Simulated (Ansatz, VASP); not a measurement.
CoO in VASP and in Ansatz

Contents of INCAR:

```
ALGO = Normal
EDIFF = 1E-7
ENCUT = 520
GGA = PE
ISIF = 2
ISMEAR = 0
ISPIN = 2
LASPH = T
LCHARG = F
LDAU = T
LDAUJ = 0 0
LDAUL = 2 -1
LDAUPRINT = 1
LDAUTYPE = 2
LDAUU = 8 0
LMAXMIX = 4
LORBIT = 11
LREAL = F
LWAVE = F
MAGMOM = 3 3 0 0
NBANDS = 27
NELM = 150
PREC = Accurate
SIGMA = 0.05
```

File KPOINTS:

```
k-points
0
Gamma
  8 8 8
```

File POSCAR:

```
CoO
1.0
   -1.5080004400      1.5080004400      2.1072503600
    1.5080004400     -1.5080004400      2.1072503600
    3.0160008800      3.0160008800     -4.2145007200
Co O
2 2
Direct
    0.0000000000      0.0000000000      0.0000000000
    0.0000000000      0.0000000000      0.5000000000
    0.5000000000      0.5000000000      0.0000000000
    0.5000000000      0.5000000000      0.5000000000
```

Input for Ansatz:

```yaml
crystal:
  lattice:
    - [-1.50800044, 1.50800044, 2.10725036]
    - [1.50800044, -1.50800044, 2.10725036]
    - [3.01600088, 3.01600088, -4.21450072]
  atoms:
    - { symbol: Co, position: [0.0, 0.0, 0.0], spin: 3.0 }
    - { symbol: O, position: [0.5, 0.5, 0.0] }
    - { symbol: Co, position: [0.0, 0.0, 0.5], spin: 3.0 }
    - { symbol: O, position: [0.5, 0.5, 0.5] }
basis:
  ecutwfc: 420
  ecutrho_ratio: 4
kpoints:
  mp_grid: { grid: [8, 8, 8] }
hamiltonian:
  xc: pbe
  hubbard:
    sites: [{ site: 0, l: d, u_eff: 8.0 }, { site: 2, l: d, u_eff: 8.0 }]
scf:
  occupations: { method: gaussian, width: 0.05 }
  lower_state_search: "off"
  max_iter: 150
output:
  forces: true
  stress: true
  eigenvalues: true
  populations: true
  hubbard: { sites: [{ site: 0, l: d }, { site: 2, l: d }] }
magnetization:
  spin_polarized: true
```

Alike in both runs: task single point; functional PBE; k mesh 8 × 8 × 8; occupations gaussian, width 0.05 eV; collinear spin; Hubbard terms Co d U = 8.0 eV.

```csv
,VASP,Ansatz
version,VASP 6.6.1,Ansatz 0.2.0
potentials or method,"VASP PAW PBE potentials, release 64 (Co, O), cutoff 520 eV","scalar-relativistic, plane waves, PAW"
valence electrons in the cell,30,46
```

Ansatz gave:

* gap on the k mesh at the Fermi level (eV): 1.79
* least direct gap on the mesh (eV): 3.23
* pressure (GPa): 15.9
* net moment per atom (μB): 1.50
* size of the moment on the site where the two differ most (μB): 2.66

Task: What did VASP give for the same quantities?

Result: gap on the k mesh at the Fermi level (eV): 2.13; least direct gap on the mesh (eV): 3.17; pressure (GPa): 4.1; net moment per atom (μB): 1.50; size of the moment on the site where the two differ most (μB): 2.89.

Site moments also hang on the region over which each program counts them. The programs project onto different local orbitals, so the same U acts differently, and such runs can settle in different states. VASP's potentials hold 30 valence electrons a cell and Ansatz's 46, so a difference there can come from the potentials and not from the codes.
